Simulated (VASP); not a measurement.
Wanted: the native input for a VASP 6.6.1 run.

| Property | Result |
| --- | --- |
| Task | single point |
| Functional | LDA |
| Potentials or basis | VASP PAW LDA potentials, release 64 (Hf_pv) |
| Cutoff | 520 eV |
| k mesh | 18 × 18 × 18 |
| Occupations | gaussian, width 0.15 eV |
| Spin | no spin polarisation |
| Dipole correction | no |
| Further INCAR settings | ALGO = Normal; EDIFF = 1e-06; NBANDS = 11 |

The structure of Hf lies in POSCAR:

```
Hf
1.0
    0.0000000000      2.2200000000      2.3976000000
    2.2200000000      0.0000000000      2.3976000000
    2.2200000000      2.2200000000      0.0000000000
Hf
1
Direct
    0.0000000000      0.0000000000      0.0000000000
```

This cell differs from its parent crystal: strain +0.000 along x and y, +0.080 along z.

These files were run (other wordings do the same):

INCAR

```
PREC = Accurate ; ENCUT = 520
EDIFF = 1E-6 ; ISMEAR = 0
SIGMA = 0.15 ; LREAL = F
LASPH = T ; NELM = 100
ALGO = Normal ; ISIF = 2
LWAVE = F ; LCHARG = F
NBANDS = 11
```

KPOINTS

```
Automatic mesh
0
Gamma
  18 18 18
```

Potentials or basis: VASP PAW LDA potentials, release 64 (Hf_pv).

Run with:

```sh
$ cat potpaw_LDA.64/Hf_pv/POTCAR > POTCAR
$ mpirun -np 1 vasp_std > vasp.out
```

Results of the run:

```
Pressure               : -12.1 GPa
Band gap on the k mesh : zero (band 5 reaches 5.22 eV, above the bottom of band 6 at 3.59 eV)
```

Caveat: the cell differs from its parent crystal (strain +0.000 along x and y, +0.080 along z); spin-orbit coupling is left out, which moves the levels of the heavy elements.

It took 43 s on 1 thread of Intel(R) Xeon(R) Platinum 8259CL CPU @ 2.50GHz (Skylake/Cascade Lake), on a shared host, peak memory 0.23 GiB.
